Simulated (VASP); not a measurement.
# ZnO (P6_3mc) in VASP: a series of runs

The runs below take ZnO through relaxation of shape and atoms at fixed volume, with PBE+D4, RPBE+D4, revPBE+D3(BJ), PBEsol.

Program: VASP 6.6.1. These are calculated values, not measurements. Logs are shortened: lines on timing, memory, paths and dates and some standing lists are left out, and cuts for length are marked.

**1. The cell of the first run**

Symmetry: P6_3mc, No. 186, hexagonal system. Conventional cell: a = 3.208 Å, b = 3.208 Å, c = 5.177 Å, α = 90.00°, β = 90.00°, γ = 120.00°. Within 2.6 Å of Zn (site symmetry 3m) lie 4 O at 1.96 Å. Within 2.6 Å of O (site symmetry 3m) lie 4 Zn at 1.96 Å.

**2. Relaxation of shape and atoms at fixed volume, PBE+D4 (volume scaled by 0.96)**

File INCAR:

```
ALGO = Normal
EDIFF = 1E-6
EDIFFG = -0.01
ENCUT = 600
GGA = PE
IBRION = 2
ISIF = 4
ISMEAR = 0
IVDW = 13
LASPH = True
LCHARG = False
LREAL = False
LWAVE = False
NELM = 60
NSW = 60
PREC = Accurate
SIGMA = 0.05
```

File KPOINTS:

```
k-points
0
Gamma
  8 8 6
```

File POSCAR:

```
ZnO
1.0
    3.2079815419      0.0000000000      0.0000000000
   -1.6039907709      2.7781935102      0.0000000000
    0.0000000000      0.0000000000      5.1765136861
Zn O
2 2
Direct
    0.3333333333      0.6666666667      0.0015124609
    0.6666666667      0.3333333333      0.5015124609
    0.3333333333      0.6666666667      0.3805875391
    0.6666666667      0.3333333333      0.8805875391
```

Potentials or basis: VASP PAW PBE potentials, release 64 (Zn, O).

Run with:

```
$ cat potpaw_PBE.64/Zn/POTCAR potpaw_PBE.64/O/POTCAR > POTCAR
$ mpirun -np 1 vasp_std > vasp.out
```

OUTCAR:

```text
EDIFF = 1E-6
   EDIFFG = -0.01
   ENCUT = 600
   GGA = PE
   IBRION = 2
   ISIF = 4
   ISMEAR = 0
   IVDW = 13
   LASPH = True
   LREAL = False
   NELM = 60
   NSW = 60
   PREC = Accurate

 ion  position               nearest neighbor table
   1  0.333  0.667  0.002-   4 1.96   4 1.96   4 1.96   3 1.96
   2  0.667  0.333  0.502-   3 1.96   3 1.96   3 1.96   4 1.96
   3  0.333  0.667  0.381-   2 1.96   2 1.96   2 1.96   1 1.96
   4  0.667  0.333  0.881-   1 1.96   1 1.96   1 1.96   2 1.96

  LATTYP: Found a hexagonal cell.
 ALAT       =     3.2079815419
 C/A-ratio  =     1.6136357452

  Lattice vectors:

 A1 = (   3.2079815419,   0.0000000000,   0.0000000000)
 A2 = (  -1.6039907709,   2.7781935102,   0.0000000000)
 A3 = (   0.0000000000,   0.0000000000,   5.1765136861)

Analysis of symmetry for initial positions (statically):
=====================================================================
 Subroutine PRICEL returns:
 Original cell was already a primitive cell.

 Routine SETGRP: Setting up the symmetry group for a
 hexagonal supercell.

 Subroutine GETGRP returns: Found 12 space group operations
 (whereof  6 operations were pure point group operations)
 out of a pool of 24 trial point group operations.

The static configuration has the point symmetry C_3v.
 The point group associated with its full space group is C_6v.

Analysis of symmetry for dynamics (positions and initial velocities):
=====================================================================
 Subroutine PRICEL returns:
 Original cell was already a primitive cell.

 Routine SETGRP: Setting up the symmetry group for a
 hexagonal supercell.

 Subroutine GETGRP returns: Found 12 space group operations
 (whereof  6 operations were pure point group operations)
 out of a pool of 24 trial point group operations.

The dynamic configuration has the point symmetry C_3v.
 The point group associated with its full space group is C_6v.

 Subroutine INISYM returns: Found 12 space group operations
 (whereof  6 operations are pure point group operations),
 and found     1 'primitive' translations

----------------------------------------------------------------------------------------

                                     Primitive cell

  volume of cell :      46.1351

  direct lattice vectors                    reciprocal lattice vectors
     3.207981542  0.000000000  0.000000000     0.311722492  0.179973065  0.000000000
    -1.603990771  2.778193510  0.000000000     0.000000000  0.359946129  0.000000000
     0.000000000  0.000000000  5.176513686     0.000000000  0.000000000  0.193180210

  length of vectors
     3.207981542  3.207981542  5.176513686     0.359946129  0.359946129  0.193180210

  position of ions in fractional coordinates (direct lattice)
     0.333333333  0.666666667  0.001512461
     0.666666667  0.333333333  0.501512461
     0.333333333  0.666666667  0.380587539
     0.666666667  0.333333333  0.880587539

  ion indices of the primitive-cell ions
   primitive index   ion index
                 1           1
                 2           2
                 3           3
                 4           4

----------------------------------------------------------------------------------------

 KPOINTS: k-points

Automatic generation of k-mesh.
 Grid dimensions read from file:
 generate k-points for:    8    8    6

 Generating k-lattice:

  Cartesian coordinates                     Fractional coordinates (reciprocal lattice)
     0.038965311  0.022496633  0.000000000     0.125000000  0.000000000  0.000000000
     0.000000000  0.044993266  0.000000000     0.000000000  0.125000000  0.000000000
     0.000000000  0.000000000  0.032196702     0.000000000  0.000000000  0.166666667

  Length of vectors
     0.044993266  0.044993266  0.032196702

  Shift w.r.t. Gamma in fractional coordinates (k-lattice)
     0.000000000  0.000000000  0.000000000

 Subroutine IBZKPT returns following result:
 ===========================================

 Found     40 irreducible k-points:

 Following reciprocal coordinates:
            Coordinates               Weight
  0.000000  0.000000  0.000000      1.000000
  0.125000  0.000000  0.000000      6.000000
  0.250000  0.000000  0.000000      6.000000
  0.375000  0.000000  0.000000      6.000000
  0.500000  0.000000  0.000000      3.000000
  0.125000  0.125000  0.000000      6.000000
[... 16 lines left out ...]
  0.250000  0.000000  0.333333     12.000000
  0.375000  0.000000  0.333333     12.000000
 [... further k-points ...]
   k-points           NKPTS =     40   k-points in BZ     NKDIM =     40   number of bands    NBANDS=     22
   number of dos      NEDOS =    301   number of ions     NIONS =      4
   total plane-waves  NPLWV =  32928
   dimension x,y,z NGX =    28 NGY =   28 NGZ =   42
   dimension x,y,z NGXF=    56 NGYF=   56 NGZF=   84
   ions per type =               2   2
   NGX,Y,Z   is equivalent  to a cutoff of  14.51, 14.51, 13.49 a.u.
   NGXF,Y,Z  is equivalent  to a cutoff of  29.02, 29.02, 26.98 a.u.
 SYSTEM =  unknown system
   PREC   = accura    normal or accurate (medium, high low for compatibility)
   ISTART =      0    job   : 0-new  1-cont  2-samecut
   ICHARG =      2    charge: 1-file 2-atom 10-const
   ISPIN  =      1    spin polarized calculation?
   LNONCOLLINEAR =      F non collinear calculations
   LSORBIT =      F    spin-orbit coupling
   LASPH  =      T    aspherical Exc in radial PAW
   ENCUT  =  600.0 eV  44.10 Ry    6.64 a.u.   6.41  6.41 10.34*2*pi/ulx,y,z
   NELM   =     60;   NELMIN=  2; NELMDL= -5     # of ELM steps
   EDIFF  = 0.1E-05   stopping-criterion for ELM
   LREAL  =      F    real-space projection
   EDIFFG = -.1E-01   stopping-criterion for IOM
   NSW    =     60    number of steps for IOM
   IBRION =      2    ionic relax: 0-MD 1-quasi-New 2-CG
   NFREE  =      1    steps in history (QN), initial steepest desc. (CG)
   ISIF   =      4    stress and relaxation
   ISYM   =      2    0-nonsym 1-usesym 2-fastsym
   POTIM  = 0.5000    time-step for ionic-motion
   TEBEG  =    0.0;   TEEND  =   0.0 temperature during run
   PSTRESS=    0.0 pullay stress
   NELECT =      36.0000    total number of electrons
   NUPDOWN=      -1.0000    fix difference up-down
   EMIN   =  10.00;   EMAX   =-10.00  energy-range for DOS
   EFERMI =   0.00;   METHOD = LEGACY
   ISMEAR =     0;   SIGMA  =   0.05  broadening in eV -4-tet -1-fermi 0-gaus
   EFERMI_NEDOS =   21; number of points for ismear=-14 and -15
   IALGO  =     38    algorithm
   IMIX   =      4    mixing-type and parameters
     AMIX     =   0.40;   BMIX     =  1.00
     AMIX_MAG =   1.60;   BMIX_MAG =  1.00
  volume/ion in A,a.u.               =      11.53        77.83
  Fermi-wavevector in a.u.,A,eV,Ry     =   1.507180  2.848157 30.906875  2.271591
  Thomas-Fermi vector in A             =   2.617800
   LORBIT       =      0    0 simple, 1 ext, 2 COOP (PROOUT), +10 PAW based schemes
   GGA     = PE    functional components
   LHFCALC =     F    Hartree Fock is set to
   AEXX    =    0.0000 exact exchange contribution
   IVDW    =    13    specifies the selected vdW correction
   LEPSILON=     F    determine dielectric tensor
   LRPA    =     F    only Hartree local field effects (RPA)
 conjugate gradient relaxation of ions
 non-spin polarized calculation
 Gauss-broadening in eV      SIGMA  =   0.05
  energy-cutoff  :      600.00
  volume of cell :       46.14
 maximum number of plane-waves:      1558
 NGX is ok and might be reduce to    28
   NGX = 13   NGY = 13   NGZ = 21

 number of electron      35.9999997 magnetization

 Free energy of the ion-electron system (eV)
  ---------------------------------------------------
  ext. energy  EPLUGINS =         0.00000000
  ---------------------------------------------------
  free energy    TOTEN  =       -17.74883999 eV

  energy without entropy =      -17.74883999  energy(sigma->0) =      -17.74883999

 E-fermi :   1.7434     XC(G=0): -11.0794

 val. band max:        1.4972912765   @ k =   0.0000   0.0000   0.0000
 cond. band min:       2.3230717658   @ k =   0.0000   0.0000   0.0000
 fundamental gap:      0.8257804893
 Fermi energy:         1.7434116408

 k-point     1 :       0.0000    0.0000    0.0000
  band No.  band energies     occupation
      1     -16.8583      2.00000
      2     -16.0896      2.00000
      3      -4.4018      2.00000
      4      -4.3620      2.00000
      5      -4.3620      2.00000
      6      -4.3144      2.00000
[... 14 lines left out ...]
     21       9.7915      0.00000
     22      14.5651      0.00000

 k-point     2 :       0.1250    0.0000    0.0000
  band No.  band energies     occupation
      1     -16.7679      2.00000
      2     -16.0496      2.00000
      3      -4.4718      2.00000
      4      -4.3109      2.00000
      5      -4.2713      2.00000
      6      -4.2646      2.00000
[... 14 lines left out ...]
     21       9.7766      0.00000
     22      13.1292      0.00000

 k-point     3 :       0.2500    0.0000    0.0000
  band No.  band energies     occupation
      1     -16.5344      2.00000
      2     -15.9599      2.00000
      3      -4.6560      2.00000
      4      -4.2873      2.00000
      5      -4.1998      2.00000
      6      -4.0880      2.00000
[... 14 lines left out ...]
     21       9.7003      0.00000
     22      11.2591      0.00000
[... 476 lines left out ...]
 k-point    23 :       0.2500    0.0000    0.3333
  band No.  band energies     occupation
      1     -16.3917      2.00000
      2     -16.1040      2.00000
      3      -4.7583      2.00000
      4      -4.6449      2.00000
      5      -4.1402      2.00000
      6      -4.1234      2.00000
[... 14 lines left out ...]
     21      10.5307      0.00000
     22      11.4123      0.00000

 k-point    24 :       0.3750    0.0000    0.3333
  band No.  band energies     occupation
      1     -16.1673      2.00000
      2     -15.9815      2.00000
      3      -4.8269      2.00000
      4      -4.7001      2.00000
      5      -4.0211      2.00000
      6      -3.9288      2.00000
[... 14 lines left out ...]
     21      10.1595      0.00000
     22      10.3993      0.00000

 [... further k-points ...]

------------------------ aborting loop because EDIFF is reached ----------------------------------------

  DFT-D4 for vdW energy calculation

  Edisp (eV):   -0.98711

  FORCE on cell =-STRESS in cart. coord.  units (eV):
  Direction    XX          YY          ZZ          XY          YZ          ZX
  --------------------------------------------------------------------------------------
  -------------------------------------------------------------------------------------
  Total       2.09841     2.09841     2.10510     0.00000     0.00000     0.00000
  in kB      72.87341    72.87341    73.10570     0.00000     0.00000     0.00000
  external pressure =       72.95 kB  Pullay stress =        0.00 kB

 VOLUME and BASIS-vectors are now :
 -----------------------------------------------------------------------------
  energy-cutoff  :      600.00
  volume of cell :       46.14
      direct lattice vectors                 reciprocal lattice vectors
     3.207981542  0.000000000  0.000000000     0.311722492  0.179973065  0.000000000
    -1.603990771  2.778193510  0.000000000     0.000000000  0.359946129  0.000000000
     0.000000000  0.000000000  5.176513686     0.000000000  0.000000000  0.193180210

 POSITION                                       TOTAL-FORCE (eV/Angst)
 -----------------------------------------------------------------------------------
     -0.00000      1.85213      0.00783         0.000000      0.000000      0.002620
      1.60399      0.92606      2.59609         0.000000     -0.000000      0.002620
     -0.00000      1.85213      1.97012        -0.000000     -0.000000     -0.002620
      1.60399      0.92606      4.55837         0.000000     -0.000000     -0.002620
 -----------------------------------------------------------------------------------
    total drift:                               -0.000000     -0.000000     -0.001951

  FREE ENERGIE OF THE ION-ELECTRON SYSTEM (eV)
  ---------------------------------------------------
  free  energy   TOTEN  =       -18.7359528993 eV

  energy  without entropy=      -18.7359528993  energy(sigma->0) =      -18.73595290

 reached required accuracy - stopping structural energy minimisation
```

It took 23 s on 1 thread of Intel Xeon 6975P-C (Granite Rapids), shared host; peak memory 0.2 GiB.

Results:

```
Free energy                : -18.7360 eV
Pressure after relaxing    : 7.3 GPa
Band gap on the k mesh     : 0.83 eV, direct
Dispersion energy per atom : -0.247 eV
```

Forces on the atoms (eV/Å):
```
Zn   0.000  0.000  0.003
Zn   0.000  0.000  0.003
O    0.000  0.000 -0.003
O    0.000  0.000 -0.003
```

Final structure:
```yaml
crystal:
  lattice:
    - [3.20798, 0.00000, 0.00000]
    - [-1.60399, 2.77819, 0.00000]
    - [0.00000, 0.00000, 5.17651]
  atoms:
    - { symbol: Zn, position: [0.33333, 0.66667, 0.00151] }
    - { symbol: Zn, position: [0.66667, 0.33333, 0.50151] }
    - { symbol: O, position: [0.33333, 0.66667, 0.38059] }
    - { symbol: O, position: [0.66667, 0.33333, 0.88059] }
```

Caveat: the relaxation stopped at its first step, so nothing moved.

**3. Relaxation of shape and atoms at fixed volume, RPBE+D4 (volume scaled by 0.96)**

File INCAR:

```
SYSTEM = ZnO
ALGO = Normal ; EDIFF = 1E-6
EDIFFG = -0.01 ; ENCUT = 600
GGA = RP ; IBRION = 2
ISIF = 4 ; ISMEAR = 0
IVDW = 13 ; LASPH = .True.
LCHARG = .False. ; LREAL = .False.
LWAVE = .False. ; NELM = 60
NSW = 60 ; PREC = Accurate
SIGMA = 0.05
```

File KPOINTS:

```
k-points
0
Gamma
  8 8 6
  0 0 0
```

File POSCAR:

```
ZnO
1.0
    3.2131398380      0.0000000000      0.0000000000
   -1.6065699190      2.7826607256      0.0000000000
    0.0000000000      0.0000000000      5.1811339505
Zn O
2 2
Direct
    0.3333333333      0.6666666667      0.0014489168
    0.6666666667      0.3333333333      0.5014489168
    0.3333333333      0.6666666667      0.3806510832
    0.6666666667      0.3333333333      0.8806510832
```

Potentials or basis: VASP PAW PBE potentials, release 64 (Zn, O).

Run with:

```
$ cat potpaw_PBE.64/Zn/POTCAR potpaw_PBE.64/O/POTCAR > POTCAR
$ mpirun -np 1 vasp_std > vasp.out
```

It took 24 s on 1 thread of Intel Xeon 6975P-C (Granite Rapids), shared host; peak memory 0.2 GiB.

The run converged. Its results:

```
Free energy                : -18.2561 eV
Pressure after relaxing    : 7.0 GPa
Band gap on the k mesh     : 0.91 eV, direct
Dispersion energy per atom : -0.525 eV
```

Forces on the atoms (eV/Å):
```
Zn   0.000  0.000 -0.002
Zn   0.000  0.000 -0.002
O    0.000  0.000  0.002
O    0.000  0.000  0.002
```

Final structure:
```
Zn O
1.0
     3.21314    0.00000    0.00000
    -1.60657    2.78266    0.00000
     0.00000    0.00000    5.18113
Zn O
2 2
Direct
  0.33333 0.66667 0.00145
  0.66667 0.33333 0.50145
  0.33333 0.66667 0.38065
  0.66667 0.33333 0.88065
```

Levels at points of the mesh, in eV from the valence-band top:
```csv
k point,band 14,band 15,band 16,band 17,band 18,band 19,band 20,band 21,band 22
"(0.00, 0.00, 0.00)",-0.82,-0.82,-0.10,0.00,0.00,0.91,5.42,8.40,13.14
"(0.50, 0.00, 0.00)",-3.62,-2.89,-2.35,-1.32,-0.87,5.97,7.02,7.72,8.79
"(0.00, 0.00, 0.50)",-2.25,-0.41,-0.41,-0.41,-0.41,3.59,3.59,10.29,10.29
"(0.50, 0.00, 0.50)",-3.79,-1.56,-1.56,-1.42,-1.42,5.86,5.86,8.68,8.68
```

Caveat: the relaxation stopped at its first step, so nothing moved; the PAW data sets were made with another functional, which shifts forces and pressure a little.

**4. Relaxation of shape and atoms at fixed volume, revPBE+D3(BJ) (volume scaled by 0.96)**

File INCAR:

```
SYSTEM = ZnO
PREC = Accurate
ENCUT = 600
EDIFF = 1E-6
ISMEAR = 0
SIGMA = 0.05
LREAL = .FALSE.
LASPH = .TRUE.
NELM = 80
ALGO = Normal
ISIF = 4
LWAVE = .FALSE.
LCHARG = .FALSE.
GGA = RE
IVDW = 12
IBRION = 2
NSW = 60
EDIFFG = -0.01
```

File KPOINTS:

```
Automatic mesh
0
G
  8 8 6
  0 0 0
```

File POSCAR:

```
ZnO
1.0
    3.2140627036      0.0000000000      0.0000000000
   -1.6070313518      2.7834599506      0.0000000000
    0.0000000000      0.0000000000      5.1873844124
Zn O
2 2
Direct
    0.3333333333      0.6666666667      0.0015378783
    0.6666666667      0.3333333333      0.5015378783
    0.3333333333      0.6666666667      0.3805621217
    0.6666666667      0.3333333333      0.8805621217
```

Run with:

```
$ cat potpaw_PBE.64/Zn/POTCAR potpaw_PBE.64/O/POTCAR > POTCAR
$ mpirun -np 1 vasp_std > vasp.out
```

It took 24 s on 1 thread of Intel Xeon 6975P-C (Granite Rapids), shared host; peak memory 0.2 GiB.

Results (log left out):

```
Free energy                  : -18.2071 eV
Pressure after relaxing      : 7.0 GPa
Largest force after relaxing : 0.005 eV/Å
Band gap on the k mesh       : 0.88 eV, direct
Dispersion energy per atom   : -0.453 eV
```

Forces in eV/Å, atoms in the order of the input:
```
Zn   0.000  0.000  0.005
Zn   0.000  0.000  0.005
O    0.000  0.000 -0.005
O    0.000  0.000 -0.005
```

Final structure:
```
CELL_PARAMETERS angstrom
3.21406 0.00000 0.00000
-1.60703 2.78346 0.00000
0.00000 0.00000 5.18738
ATOMIC_POSITIONS crystal
Zn 0.33333 0.66667 0.00154
Zn 0.66667 0.33333 0.50154
O 0.33333 0.66667 0.38056
O 0.66667 0.33333 0.88056
```

Levels at points of the mesh, in eV from the valence-band top:
| k point | band 16 | band 17 | band 18 | band 19 | band 20 | band 21 |
| --- | --- | --- | --- | --- | --- | --- |
| (0.00, 0.00, 0.00) | -0.10 | 0.00 | 0.00 | 0.88 | 5.39 | 8.35 |
| (0.50, 0.00, 0.00) | -2.34 | -1.33 | -0.87 | 5.94 | 6.99 | 7.68 |
| (0.00, 0.00, 0.50) | -0.41 | -0.41 | -0.41 | 3.56 | 3.56 | 10.24 |
| (0.50, 0.00, 0.50) | -1.56 | -1.42 | -1.42 | 5.82 | 5.82 | 8.64 |

Caveat: the relaxation stopped at its first step, so nothing moved; the PAW data sets were made with another functional, which shifts forces and pressure a little.

[end of part 1 of 2]
